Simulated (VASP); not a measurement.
Write the native input for VASP 6.6.1 that does the following.

| Item | Value |
| --- | --- |
| Task | single point |
| Functional | PBE |
| Dispersion | D3(BJ) |
| Potentials or basis | VASP PAW PBE potentials, release 64 (Hf_pv, S) |
| Cutoff | 500 eV |
| k mesh | 12 × 12 × 6 |
| Occupations | gaussian, width 0.05 eV |
| Spin | no spin polarisation |
| Dipole correction | no |
| Further INCAR settings | ALGO = Normal; EDIFF = 1e-06; NBANDS = 18 |

The structure of HfS2 lies in POSCAR:

```
HfS2
1.0
    3.6058628441      0.0000000000      0.0000000000
   -1.8029314221      3.1227688256      0.0000000000
    0.0000000000      0.0000000000      6.0012032585
Hf S
1 2
Direct
    0.0000000000      0.0000000000      0.0000000000
    0.6666666667      0.3333333333      0.7476059866
    0.3333333333      0.6666666667      0.2523940134
```

This cell differs from its parent crystal: strain +0.0400 x Voigt [0, 0, 1, 0, 0, 0].

The input as run:

INCAR

```
SYSTEM = HfS2
  PREC = Accurate
  ENCUT = 500
  EDIFF = 1E-6
  ISMEAR = 0
  SIGMA = 0.05
  LREAL = .FALSE.
  LASPH = .TRUE.
  NELM = 120
  ALGO = Normal
  ISIF = 2
  LWAVE = .FALSE.
  LCHARG = .FALSE.
  GGA = PE
  IVDW = 12
  NBANDS = 18
  GGA_COMPAT = .FALSE.
```

KPOINTS

```
Automatic mesh
0
G
  12 12 6
  0 0 0
```

Potentials or basis: VASP PAW PBE potentials, release 64 (Hf_pv, S).

Run with:

```console
$ cat potpaw_PBE.64/Hf_pv/POTCAR potpaw_PBE.64/S/POTCAR > POTCAR
$ mpirun -np 1 vasp_std > vasp.out
```

It gave:

```json
{
  "Pressure": "-4.0 GPa",
  "Largest force": "0.705 eV/Å",
  "Band gap on the k mesh": "0.88 eV, indirect (least direct gap 1.81 eV)",
  "Dispersion energy per atom": "-0.326 eV"
}
```

Caveat: the cell differs from its parent crystal (strain +0.0400 x Voigt [0, 0, 1, 0, 0, 0]); spin-orbit coupling is left out, which moves the levels of the heavy elements.

It took 47 s on 1 thread of Intel(R) Xeon(R) 6975P-C (Granite Rapids), on a shared host, peak memory 0.26 GiB.
